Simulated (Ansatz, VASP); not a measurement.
Two plane-wave programs on GaAs

```
Ga As
1.0
     0.00000    2.80169    2.80169
     2.80169    0.00000    2.80169
     2.80169    2.80169    0.00000
Ga As
1 1
Direct
  0.00000 0.00000 0.00000
  0.75000 0.75000 0.75000
```

Alike in both runs: functional LDA; k mesh 12 × 12 × 12; occupations gaussian, width 0.1 eV; no spin polarisation.

Ansatz relaxed the structure, and its values are those at the end. VASP's run is a single point on that final structure, the one shown.

|  | VASP | Ansatz |
| --- | --- | --- |
| version | VASP 6.6.1 | Ansatz 0.2.0 |
| potentials or method | VASP PAW LDA potentials, release 64 (Ga_d, As), cutoff 520 eV | scalar-relativistic, plane waves, PAW |
| valence electrons in the cell | 18 | 28 |

```tsv
	VASP	Ansatz	Ansatz less VASP
gap on the k mesh at the Fermi level (eV)	0.54	0.49	-0.049
least direct gap on the mesh (eV)	0.54	0.49	-0.049
pressure (GPa)	0.3	0.0	-0.32
```

LDA's correlation is that of Perdew and Zunger in VASP and of Perdew and Wang (1992) in Ansatz. VASP's potentials hold 18 valence electrons a cell and Ansatz's 28, so a difference there can come from the potentials and not from the codes.
